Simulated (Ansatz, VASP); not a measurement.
# One calculation of MnO, two programs

The input INCAR:

```
ALGO = Normal
EDIFF = 1E-6
ENCUT = 520
GGA = PE
ISIF = 2
ISMEAR = 0
ISPIN = 2
LASPH = T
LCHARG = T
LELF = T
LMAXMIX = 4
LORBIT = 11
LREAL = F
LVHAR = T
LWAVE = F
MAGMOM = 4 0
NBANDS = 20
NELM = 150
PREC = Accurate
SIGMA = 0.1
```

KPOINTS

```
k-points
0
Gamma
  6 6 6
```

Contents of POSCAR:

```
MnO
1.0
    2.6798617200      0.0000000000      0.0000000000
   -1.3399308600      2.3208283300      0.0000000000
    0.0000000000      0.0000000000      2.8942506600
Mn O
1 1
Direct
    0.0000000000      0.0000000000      0.0000000000
    0.3333333300      0.6666666700      0.5000000000
```

Input for Ansatz:

```yaml
crystal:
  lattice:
    - [2.67986172, 0.0, 0.0]
    - [-1.33993086, 2.32082833, 0.0]
    - [0.0, 0.0, 2.89425066]
  atoms:
    - { symbol: Mn, position: [0.0, 0.0, 0.0], spin: 4.0 }
    - { symbol: O, position: [0.33333333, 0.66666667, 0.5] }
basis:
  ecutwfc: 420
kpoints:
  mp_grid: { grid: [6, 6, 6] }
hamiltonian:
  xc: pbe
scf:
  occupations: { method: gaussian, width: 0.1 }
  lower_state_search: "off"
output:
  forces: true
  stress: true
  eigenvalues: true
  populations: true
magnetization:
  spin_polarized: true
```

Change from the starting cell: ordered vacancies on the anion sites of aluminium diboride (P-6m2, No. 187).

Alike in both runs: task single point; functional PBE; k mesh 6 × 6 × 6; occupations gaussian, width 0.1 eV; collinear spin.

|  | VASP | Ansatz |
| --- | --- | --- |
| version | VASP 6.6.1 | Ansatz 0.2.0 |
| potentials or method | VASP PAW PBE potentials, release 64 (Mn_pv, O), cutoff 520 eV | scalar-relativistic, plane waves, PAW |
| valence electrons in the cell | 19 | 21 |

Ansatz gave:

- gap on the k mesh at the Fermi level (eV): none
- pressure (GPa): 6.1
- traceless stress, the component that is largest in VASP (GPa): -18.08
- net moment per atom (μB): 1.53
- size of the moment on the site where the two differ most (μB): 2.76

Question: Estimate VASP's values.

Answer: gap on the k mesh at the Fermi level (eV): none; pressure (GPa): 6.7; traceless stress, the component that is largest in VASP (GPa): -18.02; net moment per atom (μB): 1.53; size of the moment on the site where the two differ most (μB): 2.97.

Site moments also hang on the region over which each program counts them. A gap of «none» marks a metal or a gap that the smearing closes. The functional is the same, so the differences come from potentials, cutoffs and numerics. VASP's potentials hold 19 valence electrons a cell and Ansatz's 21, so a difference there can come from the potentials and not from the codes.

The k mesh is coarse, so the values compare programs but aren't converged.
